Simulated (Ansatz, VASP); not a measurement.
**Ba in VASP and in Ansatz**

INCAR

```
  PREC = Accurate
  ENCUT = 520
  EDIFF = 1E-6
  ISMEAR = -1
  SIGMA = 0.1
  LREAL = F
  LASPH = T
  NELM = 80
  ALGO = Normal
  ISIF = 2
  LWAVE = F
  LCHARG = T
  GGA = PS
  LELF = T
  LVHAR = T
  NBANDS = 17
```

File KPOINTS:

```
regular mesh
0
Gamma
  10 10 7
```

The input POSCAR:

```
Ba
1.0
   -3.7810892965      3.7803803852      2.0526932498
    3.7803803852     -3.7810892965      2.0526932498
    3.7838938045      3.7838938045     -2.0539916222
Ba
2
Direct
    0.0000574914      0.9999425086      0.0000000000
    0.7499425086      0.2500574914      0.5000000000
```

Input for Ansatz:

```yaml
crystal:
  lattice:
    - [-3.7810892965, 3.7803803852, 2.0526932498]
    - [3.7803803852, -3.7810892965, 2.0526932498]
    - [3.7838938045, 3.7838938045, -2.0539916222]
  atoms:
    - { symbol: Ba, position: [5.74914e-05, 0.9999425086, 0.0] }
    - { symbol: Ba, position: [0.7499425086, 0.2500574914, 0.5] }
hamiltonian:
  xc: pbesol
  pseudopotentials:
    kind: paw
    azcp:
      Ba: "pseudopotentials/Ba.paw.azcp"
basis:
  ecutwfc: 420
  fft_grid_basis: typed
kpoints:
  mp_grid: { grid: [10, 10, 7], shift: [0, 0, 0] }
magnetization:
  spin_polarized: false
scf:
  occupations: { method: fermi_dirac, width: 0.1 }
  lower_state_search: "off"
output:
  stress: true
```

Alike in both runs: task single point; functional PBEsol; k mesh 10 × 10 × 7; occupations fermi-dirac, width 0.1 eV; no spin polarisation.

```csv
,VASP,Ansatz
version,VASP 6.6.1,Ansatz 0.2.0
potentials or method,"VASP PAW PBE potentials, release 64 (Ba_sv), cutoff 520 eV","plane waves (420 eV) with PAW, scalar-relativistic"
valence electrons in the cell,20,20
```

VASP gave:

| Item | Value |
| --- | --- |
| pressure (GPa) | -0.4 |
| traceless stress, the component that is largest in VASP (GPa) | -0.05 |

Task: Estimate Ansatz's values.

Result: Pressure (GPa): -0.5; traceless stress, the component that is largest in VASP (GPa): -0.03.

VASP's potentials were made for PBE, not for PBEsol, and Ansatz warns of the same on its side.

Spin-orbit coupling is off throughout.
